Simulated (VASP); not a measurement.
# MgSi (Cmcm) in VASP: notebook, part 2 of 2

VASP 6.6.1. The steps go on from the part before.

## (3) Relaxation of cell and atoms, PBEsol

This run uses another cell than the first one, of 18.53 Å³/atom, 1.004 times its volume.

Input file INCAR:

```
SYSTEM = MgSi
PREC     = Accurate       ! precision mode
ENCUT    = 600            ! plane-wave cutoff, eV
EDIFF    = 1E-6           ! SCF threshold, eV
ISMEAR   = 0              ! smearing method
SIGMA    = 0.1            ! smearing width, eV
LREAL    = .False.        ! projectors in reciprocal space
LASPH    = .True.         ! aspherical terms in the spheres
NELM     = 60             ! most SCF steps
ALGO     = Normal         ! electronic algorithm
ISIF     = 3              ! what is computed and relaxed
LWAVE    = .False.        ! write WAVECAR
LCHARG   = .False.        ! write CHGCAR
GGA      = PS             ! functional
IBRION   = 2              ! ionic algorithm
NSW      = 80             ! ionic steps
EDIFFG   = -0.01          ! ionic threshold
```

Input file KPOINTS:

```
Automatic mesh
0
Gamma
  12 12 12
  0 0 0
```

Input file POSCAR:

```
MgSi
1.0
    2.0703318149     -4.8986997130      0.0000000000
    2.0703318149      4.8986997130      0.0000000000
    0.0000000000      0.0000000000      3.6534049816
Mg Si
2 2
Direct
    0.6438398682      0.3561601318      0.2500000000
    0.3561601318      0.6438398682      0.7500000000
    0.9215639850      0.0784360150      0.2500000000
    0.0784360150      0.9215639850      0.7500000000
```

Potentials or basis: VASP PAW PBE potentials, release 64 (Mg, Si).

Started as:

```bash
> cat potpaw_PBE.64/Mg/POTCAR potpaw_PBE.64/Si/POTCAR > POTCAR
> mpirun -np 1 vasp_std > vasp.out
```

OUTCAR:

```text
SYSTEM = MgSi
   PREC = Accurate
   ENCUT = 600
   EDIFF = 1E-6
   ISMEAR = 0
   LREAL = .False.
   LASPH = .True.
   NELM = 60
   ISIF = 3
   GGA = PS
   IBRION = 2
   NSW = 80
   EDIFFG = -0.01

 ion  position               nearest neighbor table
   1  0.644  0.356  0.250-   3 2.72   4 2.83   4 2.83   4 2.83   4 2.83   3 3.00   3 3.00   2 3.36
                             2 3.36   2 3.46   2 3.46   2 3.46   2 3.46
   2  0.356  0.644  0.750-   4 2.72   3 2.83   3 2.83   3 2.83   3 2.83   4 3.00   4 3.00   1 3.36
                             1 3.36   1 3.46   1 3.46   1 3.46   1 3.46
   3  0.922  0.078  0.250-   4 2.39   4 2.39   1 2.72   2 2.83   2 2.83   2 2.83   2 2.83   1 3.00
                             1 3.00
   4  0.078  0.922  0.750-   3 2.39   3 2.39   2 2.72   1 2.83   1 2.83   1 2.83   1 2.83   2 3.00
                             2 3.00

  LATTYP: Found a base centered orthorhombic cell.
 ALAT       =     4.1406636298
[... 403 lines left out ...]
      3       1.0710      2.00000
      4       3.3763      2.00000
      5       3.6586      2.00000
      6       5.9268      0.00000
      7       6.1906      0.00000
      8       6.3445      0.00000
      9       8.1984      0.00000
     10       9.4184      0.00000
[... 287 lines left out ...]
 k-point    24 :      -0.4167    0.1667    0.0000
  band No.  band energies     occupation
      1      -5.3685      2.00000
      2      -1.5239      2.00000
      3       0.7809      2.00000
      4       3.2189      2.00000
      5       4.0142      2.00000
      6       5.3511      1.99843
      7       7.0038      0.00000
      8       8.2557      0.00000
      9       8.3870      0.00000
     10       9.1907      0.00000

 [... further k-points ...]

------------------------ aborting loop because EDIFF is reached ----------------------------------------

  FORCE on cell =-STRESS in cart. coord.  units (eV):
  Direction    XX          YY          ZZ          XY          YZ          ZX
  --------------------------------------------------------------------------------------
  -------------------------------------------------------------------------------------
  Total        0.0238840      0.0158197      0.0019519      0.0000000      0.0000000      0.0000000
  in kB        0.5192570      0.3439328      0.0424350      0.0000000      0.0000000      0.0000000
  external PRESSURE =       0.3018749 kB  Pullay stress =       0.0000000 kB
[... 19 lines left out ...]
  FREE ENERGIE OF THE ION-ELECTRON SYSTEM (eV)
  ---------------------------------------------------
  free  energy   TOTEN  =       -15.1579503038 eV

  energy  without entropy=      -15.1505645519  energy(sigma->0) =      -15.15425743

 reached required accuracy - stopping structural energy minimisation
```

CONTCAR:

```text
MgSi
   1.00000000000000
     2.0163161473634452   -5.0141164559037668    0.0000000000000000
     2.0163161473634452    5.0141164559037668   -0.0000000000000000
     0.0000000000000000    0.0000000000000000    3.6446238803758311
  Mg              Si
     2     2
Direct
     0.6481180744691241    0.3518819255308758    0.2500000000000000
     0.3518819255308758    0.6481180744691241    0.7500000000000000
     0.9224854696460317    0.0775145303539683    0.2500000000000000
     0.0775145303539683    0.9224854696460317    0.7500000000000000

  0.00000000E+00  0.00000000E+00  0.00000000E+00
  0.00000000E+00  0.00000000E+00  0.00000000E+00
  0.00000000E+00  0.00000000E+00  0.00000000E+00
  0.00000000E+00  0.00000000E+00  0.00000000E+00
```

Wall time 8.6 min (1 thread of Intel Xeon 6975P-C (Granite Rapids), shared host); peak memory 0.46 GiB.

Results:

```yaml
Free_energy: -15.1580 eV
Relaxed_volume: 18.42 Å³/atom
Relaxed_cell: a = 5.404 Å, b = 5.404 Å, c = 3.645 Å, α = 90.00°, β = 90.00°, γ = 136.19°
Space_group_after_relaxing_to_0.05_Å: Cmcm (No. 63)
Energy_gained_by_relaxing: 3.2 meV/atom
Ionic_steps: 11
Pressure_after_relaxing: 0.0 GPa
Largest_force_after_relaxing: 0.004 eV/Å
Band_gap_on_the_k_mesh: zero (band 6 reaches 6.70 eV, above the bottom of band 7 at 4.75 eV)
```

Forces in eV/Å, atoms in the order of the input:
```
Mg   0.000 -0.001  0.000
Mg   0.000  0.001  0.000
Si   0.000 -0.004  0.000
Si   0.000  0.004  0.000
```

Step by step:
```csv
step,energy change (eV),largest force (eV/Å),pressure (GPa),volume (Å³)
1,0.0000,0.0842,-0.15,74.11
2,-0.0059,0.0479,-0.11,73.92
3,-0.0079,0.0881,-0.05,73.76
4,-0.0080,0.1072,-0.03,73.71
5,-0.0096,0.0656,0.08,73.63
6,-0.0105,0.0811,0.25,73.50
7,-0.0115,0.0630,0.00,73.74
8,-0.0118,0.0472,-0.22,73.95
9,-0.0125,0.0227,-0.09,73.80
10,-0.0127,0.0195,0.04,73.65
11,-0.0128,0.0038,0.03,73.69
```

Final structure:
```cif
data_structure
_symmetry_space_group_name_H-M 'P 1'
_symmetry_Int_Tables_number 1
_cell_length_a 5.4043
_cell_length_b 5.4043
_cell_length_c 3.6446
_cell_angle_alpha 90.000
_cell_angle_beta 90.000
_cell_angle_gamma 136.187
_cell_volume 73.69
loop_
_atom_site_label
_atom_site_type_symbol
_atom_site_fract_x
_atom_site_fract_y
_atom_site_fract_z
_atom_site_occupancy
Mg1 Mg 0.64812 0.35188 0.25000 1
Mg2 Mg 0.35188 0.64812 0.75000 1
Si1 Si 0.92249 0.07751 0.25000 1
Si2 Si 0.07751 0.92249 0.75000 1
```

Levels at points of the mesh, in eV from the Fermi level:
```tsv
k point	band 3	band 4	band 5	band 6	band 7	band 8	band 9	band 10
(0.00, 0.00, 0.00)	-4.50	-2.20	-1.92	0.35	0.62	0.77	2.62	3.84
(0.50, 0.00, 0.00)	-5.51	-3.81	-1.33	-0.41	1.47	2.03	3.22	4.52
(0.50, 0.50, 0.00)	-2.63	-1.67	-0.47	-0.11	0.97	2.04	2.31	2.61
(0.00, 0.00, 0.50)	-3.20	-3.20	-1.10	-1.10	0.01	0.01	3.03	3.03
(0.50, 0.00, 0.50)	-4.08	-4.08	-3.07	-3.07	-0.47	-0.47	3.21	3.21
(0.50, 0.50, 0.50)	-5.18	-5.18	-0.28	-0.28	2.41	2.41	3.38	3.38
```

Caveat: the PAW data sets were made with another functional, which shifts forces and pressure a little.
